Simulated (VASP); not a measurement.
WC: single point with PBE

WC:

```xyz
2
Lattice="2.8537 0.0000 0.0000 -1.4269 2.4714 0.0000 0.0000 0.0000 2.9225" Properties=species:S:1:pos:R:3 pbc="T T T"
W     0.0000    0.0000    0.0000
C     1.4269    0.8238    1.4613
```

This cell differs from its parent crystal: ratio of the length along z to the lengths across it x 1.05, volume and fractional coordinates fixed.

- Program: VASP 6.6.1
- Task: single point
- Functional: PBE
- Potentials or basis: VASP PAW PBE potentials, release 64 (W_sv, C)
- Cutoff: 520 eV
- k mesh: 24 × 24 × 18
- Occupations: gaussian, width 0.15 eV
- Spin: no spin polarisation

The pressure is 8.2 GPa. The band gap on the k mesh is zero (bands 9 and 10 overlap by 1.18 eV).

Stress tensor (GPa, compression positive):
```
 19.80   0.00   0.00
  0.00  19.80   0.00
  0.00   0.00 -15.10
```

Levels at points of the mesh, in eV from the Fermi level:
```
           k point  band 6  band 7  band 8  band 9  band 10  band 11  band 12  band 13
(0.00, 0.00, 0.00)   -4.43   -2.99   -2.99   -0.35     3.22     3.22     5.49     5.49
(0.50, 0.00, 0.00)   -6.96   -4.13   -3.60   -0.13     2.21     4.91     5.45     6.66
(0.00, 0.00, 0.50)   -8.75   -1.53   -1.53   -0.60    -0.60     2.83     4.81     4.81
(0.50, 0.00, 0.50)   -6.50   -4.31   -3.96    0.21     4.81     5.00     6.67     9.23
```

It took 46 s on 1 thread of Intel(R) Xeon(R) 6975P-C (Granite Rapids), on a shared host, peak memory 0.3 GiB.

Caveat: the stress differs along the axes, from -15 to 20 GPa; spin-orbit coupling is left out, which moves the levels of the heavy elements.
